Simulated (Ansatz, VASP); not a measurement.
# Si3N4 in VASP and in Ansatz

The input INCAR:

```
SYSTEM = Si3N4
ALGO = Normal
EDIFF = 1E-7
ENCUT = 520
GGA = PE
ISIF = 2
ISMEAR = 0
LASPH = .True.
LCHARG = .False.
LREAL = .False.
LWAVE = .False.
NBANDS = 45
NELM = 60
PREC = Accurate
SIGMA = 0.02
```

File KPOINTS:

```
k-points
0
Gamma
  6 6 6
  0 0 0
```

File POSCAR:

```
Si3N4
1.0
   -3.2452046383      3.2452046383      3.2452046383
    3.2452046383     -3.2452046383      3.2452046383
    3.2452046383      3.2452046383     -3.2452046383
Si N
6 8
Direct
    0.2500000000      0.1250000000      0.8750000000
    0.8750000000      0.2500000000      0.1250000000
    0.7500000000      0.3750000000      0.6250000000
    0.6250000000      0.7500000000      0.3750000000
    0.1250000000      0.8750000000      0.2500000000
    0.3750000000      0.6250000000      0.7500000000
    0.5626966952      0.5626966952      0.5626966952
    0.4373033048      0.5000000000      0.0000000000
    0.5000000000      0.0000000000      0.9373033048
    0.0000000000      0.4373033048      0.5000000000
    0.9373033048      0.5000000000      0.0000000000
    0.0626966952      0.0626966952      0.0626966952
    0.0000000000      0.9373033048      0.5000000000
    0.5000000000      0.0000000000      0.4373033048
```

Input for Ansatz:

```yaml
crystal:
  lattice:
    - [-3.2452046383, 3.2452046383, 3.2452046383]
    - [3.2452046383, -3.2452046383, 3.2452046383]
    - [3.2452046383, 3.2452046383, -3.2452046383]
  atoms:
    - { symbol: Si, position: [0.25, 0.125, 0.875] }
    - { symbol: Si, position: [0.875, 0.25, 0.125] }
    - { symbol: Si, position: [0.75, 0.375, 0.625] }
    - { symbol: Si, position: [0.625, 0.75, 0.375] }
    - { symbol: Si, position: [0.125, 0.875, 0.25] }
    - { symbol: Si, position: [0.375, 0.625, 0.75] }
    - { symbol: "N", position: [0.5626966952, 0.5626966952, 0.5626966952] }
    - { symbol: "N", position: [0.4373033048, 0.5, 0.0] }
    - { symbol: "N", position: [0.5, 0.0, 0.9373033048] }
    - { symbol: "N", position: [0.0, 0.4373033048, 0.5] }
    - { symbol: "N", position: [0.9373033048, 0.5, 0.0] }
    - { symbol: "N", position: [0.0626966952, 0.0626966952, 0.0626966952] }
    - { symbol: "N", position: [0.0, 0.9373033048, 0.5] }
    - { symbol: "N", position: [0.5, 0.0, 0.4373033048] }
basis:
  ecutwfc: 420
kpoints:
  mp_grid: { grid: [6, 6, 6] }
  band_path:
    path:
      - [[0.0, 0.0, 0.0], [0.5, -0.5, 0.5], [0.0, 0.0, 0.5], [0.0, 0.0, 0.0], [0.25, 0.25, 0.25], [0.5, -0.5, 0.5]]
      - [[0.25, 0.25, 0.25], [0.0, 0.0, 0.5]]
    npoints: 10
hamiltonian:
  xc: pbe
scf:
  occupations: { method: gaussian, width: 0.02 }
  n_extra_bands: 35
output:
  forces: true
  stress: true
  eigenvalues: true
  populations: true
  dos: { projected: true, de: 0.02, nscf_kmesh: { grid: [9, 9, 9] } }
  bader: false
```

Alike in both runs: task single point; functional PBE; k mesh 6 × 6 × 6; occupations gaussian, width 0.02 eV; no spin polarisation.

```csv
,VASP,Ansatz
version,VASP 6.6.1,Ansatz 0.2.0
potentials or method,"VASP PAW PBE potentials, release 64 (Si, N), cutoff 520 eV","scalar-relativistic, plane waves, PAW"
valence electrons in the cell,64,64
```

```tsv
	VASP	Ansatz	Ansatz less VASP
gap on the k mesh at the Fermi level (eV)	4.04	4.04	+0.005
least direct gap on the mesh (eV)	4.22	4.23	+0.005
pressure (GPa)	-0.3	0.0	+0.29
```
